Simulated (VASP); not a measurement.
# TaSi3 (F-43m) in VASP: a series of runs, part 2 of 2

VASP 6.6.1. The steps go on from the part before.

## Step 3: Single point, PBE

This run uses another cell than the first one, of 18.26 Å³/atom, 1.099 times its volume.

The input, INCAR:

```
PREC = Accurate
ENCUT = 520
EDIFF = 1E-7
ISMEAR = 0
SIGMA = 0.1
LREAL = F
LASPH = T
NELM = 60
ALGO = Normal
ISIF = 2
LWAVE = F
LCHARG = F
GGA = PE
NBANDS = 33
```

The input, KPOINTS:

```
Automatic mesh
0
Gamma
  4 4 4
```

The input, POSCAR:

```
TaSi3
1.0
    0.0000000000      4.1800375301      4.1800375301
    4.1800375301      0.0000000000      4.1800375301
    4.1800375301      4.1800375301      0.0000000000
Ta Si
2 6
Direct
    0.5000000000      0.5000000000      0.5000000000
    0.2500000000      0.2500000000      0.2500000000
    0.2059984673      0.7940015327      0.7940015327
    0.7940015327      0.2059984673      0.2059984673
    0.7940015327      0.2059984673      0.7940015327
    0.2059984673      0.7940015327      0.2059984673
    0.7940015327      0.7940015327      0.2059984673
    0.2059984673      0.2059984673      0.7940015327
```

Potentials or basis: VASP PAW PBE potentials, release 64 (Ta_pv, Si).

Command:

```
$ cat potpaw_PBE.64/Ta_pv/POTCAR potpaw_PBE.64/Si/POTCAR > POTCAR
$ mpirun -np 1 vasp_std > vasp.out
```

OUTCAR:

```text
PREC = Accurate
   ENCUT = 520
   EDIFF = 1E-7
   ISMEAR = 0
   LREAL = F
   LASPH = T
   NELM = 60
   ISIF = 2
   GGA = PE

 ion  position               nearest neighbor table
   1  0.500  0.500  0.500-   3 2.46   4 2.46   5 2.46   6 2.46   7 2.46   8 2.46
   2  0.250  0.250  0.250-   4 2.98   5 2.98   7 2.98   3 2.98   6 2.98   7 2.98   3 2.98   5 2.98
                             8 2.98   4 2.98   6 2.98   8 2.98
   3  0.206  0.794  0.794-   5 2.44   6 2.44   7 2.44   8 2.44   1 2.46   2 2.98   2 2.98
   4  0.794  0.206  0.206-   5 2.44   6 2.44   7 2.44   8 2.44   1 2.46   2 2.98   2 2.98
   5  0.794  0.206  0.794-   3 2.44   4 2.44   7 2.44   8 2.44   1 2.46   2 2.98   2 2.98
   6  0.206  0.794  0.206-   3 2.44   4 2.44   7 2.44   8 2.44   1 2.46   2 2.98   2 2.98
   7  0.794  0.794  0.206-   3 2.44   4 2.44   5 2.44   6 2.44   1 2.46   2 2.98   2 2.98
   8  0.206  0.206  0.794-   3 2.44   4 2.44   5 2.44   6 2.44   1 2.46   2 2.98   2 2.98

  LATTYP: Found a face centered cubic cell.
 ALAT       =     8.3600750602

  Lattice vectors:

 A1 = (   0.0000000000,   4.1800375301,   4.1800375301)
 A2 = (   4.1800375301,   0.0000000000,   4.1800375301)
 A3 = (   4.1800375301,   4.1800375301,   0.0000000000)
[... 179 lines left out ...]
  band No.  band energies     occupation
      1     -28.6335      2.00000
      2     -28.6335      2.00000
      3     -28.6335      2.00000
      4     -27.0763      2.00000
      5     -27.0763      2.00000
      6     -27.0763      2.00000
[... 277 lines left out ...]
     32      10.1680      0.00000
     33      10.6958      0.00000

------------------------ aborting loop because EDIFF is reached ----------------------------------------

  FORCE on cell =-STRESS in cart. coord.  units (eV):
  Direction    XX          YY          ZZ          XY          YZ          ZX
  --------------------------------------------------------------------------------------
  -------------------------------------------------------------------------------------
  Total       -0.0607405     -0.0607405     -0.0607405      0.0000000     -0.0000000      0.0000000
  in kB       -0.6662211     -0.6662211     -0.6662211      0.0000000     -0.0000000      0.0000000
  external PRESSURE =      -0.6662211 kB  Pullay stress =       0.0000000 kB

 VOLUME and BASIS-vectors are now :
 -----------------------------------------------------------------------------
  energy-cutoff  :      520.00
  volume of cell :      146.07
      direct lattice vectors                 reciprocal lattice vectors
     0.000000000  4.180037530  4.180037530    -0.119616151  0.119616151  0.119616151
     4.180037530  0.000000000  4.180037530     0.119616151 -0.119616151  0.119616151
     4.180037530  4.180037530  0.000000000     0.119616151  0.119616151 -0.119616151

 POSITION                                       TOTAL-FORCE (eV/Angst)
 -----------------------------------------------------------------------------------
      4.18004      4.18004      4.18004        -0.000000     -0.000000     -0.000000
      2.09002      2.09002      2.09002        -0.000000     -0.000000     -0.000000
      6.63791      4.18004      4.18004         0.039911     -0.000000     -0.000000
      1.72216      4.18004      4.18004        -0.039911     -0.000000     -0.000000
      4.18004      6.63791      4.18004        -0.000000      0.039911     -0.000000
      4.18004      1.72216      4.18004        -0.000000     -0.039911     -0.000000
      4.18004      4.18004      6.63791        -0.000000     -0.000000      0.039911
      4.18004      4.18004      1.72216        -0.000000     -0.000000     -0.039911
 -----------------------------------------------------------------------------------
    total drift:                                0.000000      0.000000      0.000000

  FREE ENERGIE OF THE ION-ELECTRON SYSTEM (eV)
  ---------------------------------------------------
  free  energy   TOTEN  =       -53.3121010735 eV

  energy  without entropy=      -53.2735336871  energy(sigma->0) =      -53.29281738
```

OSZICAR:

```text
N       E                     dE             d eps       ncg     rms          rms(c)
DAV:   1     0.257371294227E+03    0.25737E+03   -0.21313E+04   536   0.125E+03
DAV:   2    -0.430288698206E+02   -0.30040E+03   -0.28861E+03   600   0.293E+02
DAV:   3    -0.566376741588E+02   -0.13609E+02   -0.13193E+02   719   0.539E+01
DAV:   4    -0.569293595756E+02   -0.29169E+00   -0.28992E+00   648   0.774E+00
DAV:   5    -0.569373548278E+02   -0.79953E-02   -0.79877E-02   736   0.130E+00    0.218E+01
DAV:   6    -0.542560922734E+02    0.26813E+01   -0.18658E+01   686   0.151E+01    0.113E+01
DAV:   7    -0.537450413489E+02    0.51105E+00   -0.86720E+00   710   0.111E+01    0.831E+00
DAV:   8    -0.533436120744E+02    0.40143E+00   -0.19250E+00   694   0.538E+00    0.235E+00
DAV:   9    -0.533154606824E+02    0.28151E-01   -0.20686E-01   661   0.218E+00    0.599E-01
DAV:  10    -0.533122336873E+02    0.32270E-02   -0.44270E-02   704   0.874E-01    0.338E-01
DAV:  11    -0.533117772643E+02    0.45642E-03   -0.83046E-03   686   0.420E-01    0.117E-01
DAV:  12    -0.533120408475E+02   -0.26358E-03   -0.76238E-04   640   0.125E-01    0.387E-02
DAV:  13    -0.533120905557E+02   -0.49708E-04   -0.12251E-04   647   0.476E-02    0.316E-02
DAV:  14    -0.533121003570E+02   -0.98013E-05   -0.62586E-05   663   0.313E-02    0.991E-03
DAV:  15    -0.533121006018E+02   -0.24481E-06   -0.11657E-05   695   0.149E-02    0.355E-03
DAV:  16    -0.533121010453E+02   -0.44348E-06   -0.26036E-06   615   0.650E-03    0.109E-03
DAV:  17    -0.533121010735E+02   -0.28259E-07   -0.21339E-07   606   0.203E-03
   1 F= -.53312101E+02 E0= -.53292817E+02  d E =-.385674E-01
```

Wall time 67 s (1 thread of Intel Xeon Platinum 8259CL at 2.50GHz (Skylake/Cascade Lake), shared host); peak memory 0.32 GiB.

What came out:

```
Free energy            : -53.3121 eV
Pressure               : -0.1 GPa
Largest force          : 0.040 eV/Å
Band gap on the k mesh : zero (band 23 reaches 7.24 eV, above the bottom of band 24 at 6.76 eV)
```

Forces on the atoms (eV/Å):
```
Ta   0.000  0.000  0.000
Ta   0.000  0.000  0.000
Si   0.040  0.000  0.000
Si  -0.040  0.000  0.000
Si   0.000  0.040  0.000
Si   0.000 -0.040  0.000
Si   0.000  0.000  0.040
Si   0.000  0.000 -0.040
```

Levels at points of the mesh, in eV from the Fermi level:
| k point | band 21 | band 22 | band 23 | band 24 | band 25 | band 26 |
| --- | --- | --- | --- | --- | --- | --- |
| (0.00, 0.00, 0.00) | -0.16 | -0.16 | -0.12 | -0.12 | -0.12 | 1.79 |
| (0.50, 0.00, 0.00) | -2.56 | -1.68 | 0.37 | 0.37 | 0.48 | 1.20 |
| (0.50, 0.50, 0.00) | -1.40 | -1.40 | -0.02 | 0.64 | 0.97 | 0.97 |

Caveat: spin-orbit coupling is left out, which moves the levels of the heavy elements.

## Step 4: Relaxation of cell and atoms, PBE

The input, INCAR:

```
SYSTEM = TaSi3
PREC = Accurate
ENCUT = 600
EDIFF = 1E-6
ISMEAR = 0
SIGMA = 0.1
LREAL = .FALSE.
LASPH = .TRUE.
NELM = 60
ALGO = Normal
ISIF = 3
LWAVE = .FALSE.
LCHARG = .FALSE.
GGA = PE
IBRION = 2
NSW = 90
EDIFFG = -0.04
```

The input, KPOINTS:

```
regular mesh
0
G
  4 4 4
  0 0 0
```

The input, POSCAR:

```
TaSi3
1.0
    0.0000000000      4.0508626100      4.0508626100
    4.0508626100      0.0000000000      4.0508626100
    4.0508626100      4.0508626100      0.0000000000
Ta Si
2 6
Direct
    0.5000000000      0.5000000000      0.5000000000
    0.2500000000      0.2500000000      0.2500000000
    0.1830526000      0.8169474000      0.8169474000
    0.8169474000      0.1830526000      0.1830526000
    0.8169474000      0.1830526000      0.8169474000
    0.1830526000      0.8169474000      0.1830526000
    0.8169474000      0.8169474000      0.1830526000
    0.1830526000      0.1830526000      0.8169474000
```

Potentials or basis: VASP PAW PBE potentials, release 64 (Ta_pv, Si).

Command:

```
$ cat potpaw_PBE.64/Ta_pv/POTCAR potpaw_PBE.64/Si/POTCAR > POTCAR
$ mpirun -np 1 vasp_std > vasp.out
```

OUTCAR:

```text
SYSTEM = TaSi3
   PREC = Accurate
   ENCUT = 600
   EDIFF = 1E-6
   ISMEAR = 0
   LREAL = .FALSE.
   LASPH = .TRUE.
   NELM = 60
   ISIF = 3
   GGA = PE
   IBRION = 2
   NSW = 90
   EDIFFG = -0.04

 ion  position               nearest neighbor table
   1  0.500  0.500  0.500-   3 2.57   4 2.57   5 2.57   6 2.57   7 2.57   8 2.57   2 3.51   2 3.51
                             2 3.51   2 3.51
   2  0.250  0.250  0.250-   4 2.92   5 2.92   7 2.92   3 2.92   6 2.92   7 2.92   3 2.92   5 2.92
                             8 2.92   4 2.92   6 2.92   8 2.92   1 3.51   1 3.51   1 3.51   1 3.51
   3  0.183  0.817  0.817-   5 2.10   6 2.10   7 2.10   8 2.10   1 2.57   2 2.92   2 2.92   4 2.97

   4  0.817  0.183  0.183-   5 2.10   6 2.10   7 2.10   8 2.10   1 2.57   2 2.92   2 2.92   3 2.97

   5  0.817  0.183  0.817-   3 2.10   4 2.10   7 2.10   8 2.10   1 2.57   2 2.92   2 2.92   6 2.97

   6  0.183  0.817  0.183-   3 2.10   4 2.10   7 2.10   8 2.10   1 2.57   2 2.92   2 2.92   5 2.97

   7  0.817  0.817  0.183-   3 2.10   4 2.10   5 2.10   6 2.10   1 2.57   2 2.92   2 2.92   8 2.97

   8  0.183  0.183  0.817-   3 2.10   4 2.10   5 2.10   6 2.10   1 2.57   2 2.92   2 2.92   7 2.97

  LATTYP: Found a face centered cubic cell.
 ALAT       =     8.1017252200

  Lattice vectors:

 A1 = (   0.0000000000,   4.0508626100,   4.0508626100)
 A2 = (   4.0508626100,   0.0000000000,   4.0508626100)
 A3 = (   4.0508626100,   4.0508626100,   0.0000000000)

Analysis of symmetry for initial positions (statically):
=====================================================================
 Subroutine PRICEL returns:
 Original cell was already a primitive cell.

 Routine SETGRP: Setting up the symmetry group for a
 face centered cubic supercell.

 Subroutine GETGRP returns: Found 24 space group operations
 (whereof 24 operations were pure point group operations)
 out of a pool of 48 trial point group operations.

The static configuration has the point symmetry T_d .

Analysis of symmetry for dynamics (positions and initial velocities):
=====================================================================
 Subroutine PRICEL returns:
 Original cell was already a primitive cell.

 Routine SETGRP: Setting up the symmetry group for a
 face centered cubic supercell.

 Subroutine GETGRP returns: Found 24 space group operations
 (whereof 24 operations were pure point group operations)
 out of a pool of 48 trial point group operations.

The dynamic configuration has the point symmetry T_d .

 Subroutine INISYM returns: Found 24 space group operations
 (whereof 24 operations are pure point group operations),
 and found     1 'primitive' translations

----------------------------------------------------------------------------------------

                                     Primitive cell

  volume of cell :     132.9452

  direct lattice vectors                    reciprocal lattice vectors
     0.000000000  4.050862610  4.050862610    -0.123430501  0.123430501  0.123430501
     4.050862610  0.000000000  4.050862610     0.123430501 -0.123430501  0.123430501
     4.050862610  4.050862610  0.000000000     0.123430501  0.123430501 -0.123430501

  length of vectors
     5.728784842  5.728784842  5.728784842     0.213787898  0.213787898  0.213787898

  position of ions in fractional coordinates (direct lattice)
     0.500000000  0.500000000  0.500000000
     0.250000000  0.250000000  0.250000000
[... 36 lines left out ...]
  Shift w.r.t. Gamma in fractional coordinates (k-lattice)
     0.000000000  0.000000000  0.000000000

 Subroutine IBZKPT returns following result:
 ===========================================

 Found      8 irreducible k-points:

 Following reciprocal coordinates:
            Coordinates               Weight
  0.000000  0.000000  0.000000      1.000000
  0.250000  0.000000  0.000000      8.000000
  0.500000  0.000000  0.000000      4.000000
  0.250000  0.250000  0.000000      6.000000
  0.500000  0.250000  0.000000     24.000000
 -0.250000  0.250000  0.000000     12.000000
  0.500000  0.500000  0.000000      3.000000
 -0.250000  0.500000  0.250000      6.000000
   k-points           NKPTS =      8   k-points in BZ     NKDIM =      8   number of bands    NBANDS=     28
   number of dos      NEDOS =    301   number of ions     NIONS =      8
   total plane-waves  NPLWV = 110592
   dimension x,y,z NGX =    48 NGY =   48 NGZ =   48
   dimension x,y,z NGXF=    96 NGYF=   96 NGZF=   96
   ions per type =               2   6
   NGX,Y,Z   is equivalent  to a cutoff of  13.93, 13.93, 13.93 a.u.
   NGXF,Y,Z  is equivalent  to a cutoff of  27.86, 27.86, 27.86 a.u.
 SYSTEM =  TaSi3
   PREC   = accura    normal or accurate (medium, high low for compatibility)
   ISTART =      0    job   : 0-new  1-cont  2-samecut
   ICHARG =      2    charge: 1-file 2-atom 10-const
   ISPIN  =      1    spin polarized calculation?
   LNONCOLLINEAR =      F non collinear calculations
   LSORBIT =      F    spin-orbit coupling
   LASPH  =      T    aspherical Exc in radial PAW
   ENCUT  =  600.0 eV  44.10 Ry    6.64 a.u.  11.44 11.44 11.44*2*pi/ulx,y,z
   NELM   =     60;   NELMIN=  2; NELMDL= -5     # of ELM steps
   EDIFF  = 0.1E-05   stopping-criterion for ELM
   LREAL  =      F    real-space projection
   EDIFFG = -.4E-01   stopping-criterion for IOM
   NSW    =     90    number of steps for IOM
   IBRION =      2    ionic relax: 0-MD 1-quasi-New 2-CG
   NFREE  =      1    steps in history (QN), initial steepest desc. (CG)
   ISIF   =      3    stress and relaxation
   ISYM   =      2    0-nonsym 1-usesym 2-fastsym
   POTIM  = 0.5000    time-step for ionic-motion
   TEBEG  =    0.0;   TEEND  =   0.0 temperature during run
   PSTRESS=    0.0 pullay stress
   NELECT =      46.0000    total number of electrons
   NUPDOWN=      -1.0000    fix difference up-down
   EMIN   =  10.00;   EMAX   =-10.00  energy-range for DOS
   EFERMI =   0.00;   METHOD = LEGACY
   ISMEAR =     0;   SIGMA  =   0.10  broadening in eV -4-tet -1-fermi 0-gaus
   EFERMI_NEDOS =   21; number of points for ismear=-14 and -15
   IALGO  =     38    algorithm
   IMIX   =      4    mixing-type and parameters
     AMIX     =   0.40;   BMIX     =  1.00
     AMIX_MAG =   1.60;   BMIX_MAG =  1.00
  volume/ion in A,a.u.               =      16.62       112.14
  Fermi-wavevector in a.u.,A,eV,Ry     =   1.149308  2.171878 17.972070  1.320910
  Thomas-Fermi vector in A             =   2.285979
   LORBIT       =      0    0 simple, 1 ext, 2 COOP (PROOUT), +10 PAW based schemes
   GGA     = PE    functional components
   LHFCALC =     F    Hartree Fock is set to
   AEXX    =    0.0000 exact exchange contribution
   IVDW    =     0    specifies the selected vdW correction
   LEPSILON=     F    determine dielectric tensor
   LRPA    =     F    only Hartree local field effects (RPA)
 conjugate gradient relaxation of ions
 non-spin polarized calculation
 Gauss-broadening in eV      SIGMA  =   0.10
  energy-cutoff  :      600.00
  volume of cell :      132.95
 maximum number of plane-waves:      4477
 NGX is ok and might be reduce to    48
   NGX = 23   NGY = 23   NGZ = 23

--------------------------------------- Ionic step        1  -------------------------------------------

 number of electron      46.0000003 magnetization

 Free energy of the ion-electron system (eV)
  ---------------------------------------------------
  ext. energy  EPLUGINS =         0.00000000
  ---------------------------------------------------
  free energy    TOTEN  =       -47.26948481 eV

  energy without entropy =      -47.25757181  energy(sigma->0) =      -47.26352831

------------------------ aborting loop because EDIFF is reached ----------------------------------------

  FORCE on cell =-STRESS in cart. coord.  units (eV):
  Direction    XX          YY          ZZ          XY          YZ          ZX
  --------------------------------------------------------------------------------------
  -------------------------------------------------------------------------------------
  Total       25.1405330     25.1405330     25.1405330      0.0000000      0.0000000      0.0000000
  in kB      302.9789986    302.9789986    302.9789986      0.0000000      0.0000000      0.0000000
  external PRESSURE =     302.9789986 kB  Pullay stress =       0.0000000 kB
[... 620 lines left out ...]
     27       6.2751      0.00000
     28       6.6899      0.00000

[... ionic steps 4 to 9 ...]

--------------------------------------- Ionic step       10  -------------------------------------------

 number of electron      46.0000002 magnetization

------------------------ aborting loop because EDIFF is reached ----------------------------------------
[... 79 lines left out ...]
--------------------------------------- Ionic step       12  -------------------------------------------

 number of electron      46.0000002 magnetization

 Free energy of the ion-electron system (eV)
  ---------------------------------------------------
  ext. energy  EPLUGINS =         0.00000000
  ---------------------------------------------------
  free energy    TOTEN  =       -53.31201599 eV

  energy without entropy =      -53.27360706  energy(sigma->0) =      -53.29281153

 E-fermi :   6.8790     XC(G=0): -10.4903

 val. band max:        6.8578474592   @ k =   0.5000   0.5000   0.0000
 cond. band min:       6.8830257225   @ k =  -0.2500   0.2500   0.0000
 fundamental gap:      0.0251782633
 Fermi energy:         6.8789551435
[... 281 lines left out ...]
  FREE ENERGIE OF THE ION-ELECTRON SYSTEM (eV)
  ---------------------------------------------------
  free  energy   TOTEN  =       -53.3120159927 eV

  energy  without entropy=      -53.2736070650  energy(sigma->0) =      -53.29281153

 reached required accuracy - stopping structural energy minimisation
```

Wall time 7.1 min (1 thread of Intel Xeon Platinum 8259CL at 2.50GHz (Skylake/Cascade Lake), shared host); peak memory 0.35 GiB.

What came out:

```
Free energy                            : -53.3120 eV
Relaxed volume                         : 18.25 Å³/atom
Relaxed cell                           : a = 5.911 Å, b = 5.911 Å, c = 5.911 Å, α = 60.00°, β = 60.00°, γ = 60.00°
Space group after relaxing (to 0.05 Å) : F-43m (No. 216)
Energy gained by relaxing              : 755.3 meV/atom
Ionic steps                            : 12
Pressure after relaxing                : 0.0 GPa
Band gap on the k mesh                 : zero (band 23 reaches 7.24 eV, above the bottom of band 24 at 6.76 eV)
```

The path:
```csv
step,energy change (eV),largest force (eV/Å),pressure (GPa),volume (Å³)
1,0.0000,10.8544,30.30,132.95
2,2.3960,3.0098,-6.87,203.04
3,-0.7309,3.1217,-9.88,185.33
4,-3.3877,2.6826,-10.52,171.26
5,-5.9723,0.2535,-3.84,151.29
6,-5.9958,0.6435,-0.96,147.84
7,-6.0120,0.2615,-2.19,149.21
8,-6.0113,0.3525,-1.90,148.87
9,-6.0374,0.0445,1.15,144.61
10,-6.0408,0.1252,0.35,145.66
11,-6.0422,0.0549,-0.14,146.17
12,-6.0425,0.0001,0.00,146.01
```

Final structure:
```xyz
8
Lattice="0.0000 4.1795 4.1795 4.1795 0.0000 4.1795 4.1795 4.1795 0.0000" Properties=species:S:1:pos:R:3 pbc="T T T"
Ta    4.1795    4.1795    4.1795
Ta    2.0897    2.0897    2.0897
Si    6.6382    4.1795    4.1795
Si    1.7207    4.1795    4.1795
Si    4.1795    6.6382    4.1795
Si    4.1795    1.7207    4.1795
Si    4.1795    4.1795    6.6382
Si    4.1795    4.1795    1.7207
```

Caveat: spin-orbit coupling is left out, which moves the levels of the heavy elements.

## Step 5: Summary

```csv
task,cell,cutoff (eV),gap on the mesh (eV),pressure (GPa),largest force (eV/Å)
single point,"a = 5.729 Å, angles 60.0°, 8 atoms",520,none,30.3,10.85
single point,"a = 5.911 Å, angles 60.0°, 8 atoms",520,none,-0.1,0.04
relaxation of cell and atoms,"relaxed from a = 5.729 Å, angles 60.0°, 8 atoms",600,none,0.0,-
```

Alike in all rows: level PBE; potentials or basis VASP PAW PBE potentials, release 64 (Ta_pv, Si); no spin polarisation; k mesh 4 × 4 × 4; smearing gaussian 0.1 eV.

Caveats: spin-orbit coupling is left out, which moves the levels of the heavy elements; forces of over 1 eV/Å act on the atoms, so gaps and moduli don't describe the material at rest (some runs).

Total energies depend on the potentials used, so only differences within one code and one set of settings carry meaning.
